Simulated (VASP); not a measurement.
## AlN: single point with PBE

The system is AlN.

```
Al N
1.0
     0.00000   -2.03532   -2.03532
     0.00000    2.03532   -2.03532
     4.07063    0.00000    0.00000
Al N
2 2
Direct
  0.50088 0.49912 0.00001
  0.99912 0.00088 0.49999
  0.50467 0.49533 0.49243
  0.99533 0.00467 0.00757
```

This cell differs from its parent crystal: mode 10 frozen in at -0.019 Å and mode 12 at -0.031 Å (largest displacements).

| Item | Value |
| --- | --- |
| Program | VASP 6.6.1 |
| Task | single point |
| Functional | PBE |
| Potentials or basis | VASP PAW PBE potentials, release 64 (Al, N) |
| Cutoff | 520 eV |
| k mesh | 8 × 8 × 6 |
| Occupations | gaussian, width 0.05 eV |
| Spin | no spin polarisation |

| Quantity | Value |
| --- | --- |
| Pressure | 0.0 GPa |
| Largest force | 0.832 eV/Å |
| Band gap on the k mesh | 4.40 eV |

Forces on the atoms (eV/Å):
```
Al  -0.005  0.107  0.000
Al   0.005 -0.107  0.000
N    0.778  0.295  0.000
N   -0.778 -0.295  0.000
```

Stress tensor (GPa, compression positive):
```
 0.16  0.10  0.00
 0.10  0.08  0.00
 0.00  0.00 -0.22
```

Levels at points of the mesh, in eV from the valence-band top:
| k point | band 6 | band 7 | band 8 | band 9 | band 10 | band 11 |
| --- | --- | --- | --- | --- | --- | --- |
| (0.00, 0.00, 0.00) | -0.04 | -0.01 | 0.00 | 4.43 | 5.34 | 5.36 |
| (0.50, 0.00, 0.00) | -3.99 | -1.15 | -1.06 | 8.20 | 8.22 | 9.74 |
| (0.50, 0.50, 0.00) | -2.76 | -2.75 | -2.74 | 4.40 | 4.40 | 5.31 |
| (0.00, 0.00, 0.50) | -1.71 | -1.49 | -1.49 | 7.38 | 7.45 | 7.50 |
| (0.50, 0.00, 0.50) | -1.05 | -1.05 | -1.04 | 5.97 | 5.99 | 10.76 |
| (0.50, 0.50, 0.50) | -5.48 | -3.86 | -3.86 | 7.84 | 7.84 | 10.21 |

Run time: 16 s on 1 thread of Intel(R) Xeon(R) 6975P-C (Granite Rapids), on a shared host, peak memory 0.17 GiB.

Caveat: the cell differs from its parent crystal (mode 10 frozen in at -0.019 Å and mode 12 at -0.031 Å (largest displacements)). A k mesh can miss the band edges.
